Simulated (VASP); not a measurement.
Input of a VASP 6.6.1 run:

INCAR

```
SYSTEM = Y
ALGO = Normal
EDIFF = 1E-6
ENCUT = 520
GGA = PS
ISIF = 2
ISMEAR = -1
LASPH = .TRUE.
LCHARG = .TRUE.
LELF = .TRUE.
LREAL = .FALSE.
LVHAR = .TRUE.
LWAVE = .FALSE.
NBANDS = 12
NELM = 60
PREC = Accurate
SIGMA = 0.1
```

KPOINTS

```
k-points
0
G
  11 11 11
  0 0 0
```

Contents of POSCAR:

```
Y
1.0
    3.2012155149      0.0000000000      0.0000000000
    0.0000000000      3.2012155149      0.0000000000
    0.0000000000      0.0000000000      3.2012155149
Y
1
Direct
    0.0000000000      0.0000000000      0.0000000000
```

Potentials or basis: VASP PAW PBE potentials, release 64 (Y_sv).

Launch:

```console
$ cat potpaw_PBE.64/Y_sv/POTCAR > POTCAR
$ mpirun -np 1 vasp_std > vasp.out
```

Task: What does it give for the pressure?

Result: -0.1 GPa.

Task: What does it give for the band gap on the k mesh?

Result: Zero (an odd number of electrons rules out a gap without spin polarisation).

Caveat: the PAW data sets were made with another functional, which shifts forces and pressure a little.
